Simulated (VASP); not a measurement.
Set up this calculation in VASP 6.6.1, as the native input.

- Task: single point
- Functional: PBE
- Potentials or basis: VASP PAW PBE potentials, release 64 (O, H, Ag, F)
- Cutoff: 520 eV
- k mesh: 1 × 1 × 1
- Occupations: fermi-dirac, width 0.05 eV
- Spin: no spin polarisation
- Dipole correction: no
- Further INCAR settings: ALGO = Normal; EDIFF = 1e-06; NBANDS = 49

The structure of AgH12O6F lies in POSCAR:

```
AgH12O6F
1.0
    6.0731780000      0.0000000000      0.0000000000
    0.0000000000      6.0731780000      0.0000000000
    0.0000000000      0.0000000000      6.0731780000
O H Ag F
6 12 1 1
Direct
    0.1867885315      0.6645943853      0.0038200757
   -0.0145393400      0.8294504129      0.6038683536
    0.6217008624      0.6854401435      0.3832260474
   -0.0241553928      0.3754377033      0.5097001932
    0.7811231615      0.3596140274      0.9346177570
    0.3033996369      0.0827408648      0.3824521527
    0.0900516995      0.7839223550     -0.0751995084
    0.0859681702      0.5471105902      0.0137819112
    0.0835641570      0.9020977156      0.5017801224
    0.0427453304      0.6817847262      0.6193791784
    0.7474834428      0.7451782246      0.4680086768
    0.5259684468      0.5950591272      0.4745456168
   -0.1082299910      0.4219537119      0.3821228359
    0.1064187481      0.2943763545      0.4554781697
    0.8400873480      0.3557774859      0.7848938398
    0.6725967854      0.2323989187      0.9420273866
    0.3500144405      0.0518674078      0.2237378848
    0.4357520889      0.0427782621      0.4640404085
    0.6003446630      0.6808955707      1.0032144620
    0.5023234952      0.0454292629      1.0063265065
```

The input as run:

INCAR

```
PREC = Accurate
ENCUT = 520
EDIFF = 1E-6
ISMEAR = -1
SIGMA = 0.05
LREAL = F
LASPH = T
NELM = 120
ALGO = Normal
ISIF = 2
LWAVE = F
LCHARG = F
GGA = PE
NBANDS = 49
GGA_COMPAT = F
```

KPOINTS

```
regular mesh
0
Gamma
  1 1 1
```

Potentials or basis: VASP PAW PBE potentials, release 64 (O, H, Ag, F).

Command:

```sh
$ cat potpaw_PBE.64/O/POTCAR potpaw_PBE.64/H/POTCAR potpaw_PBE.64/Ag/POTCAR potpaw_PBE.64/F/POTCAR > POTCAR
$ mpirun -np 1 vasp_gam > vasp.out
```

It gave:

```yaml
Pressure: -0.2 GPa
Largest_force: 3.238 eV/Å
```

Caveat: the k points lie up to 1.03 Å⁻¹ apart, too coarse for converged energies, forces and pressures.

Run time: 22 s on 1 thread of Intel Xeon 8259CL (shared host), peak memory 0.31 GiB.
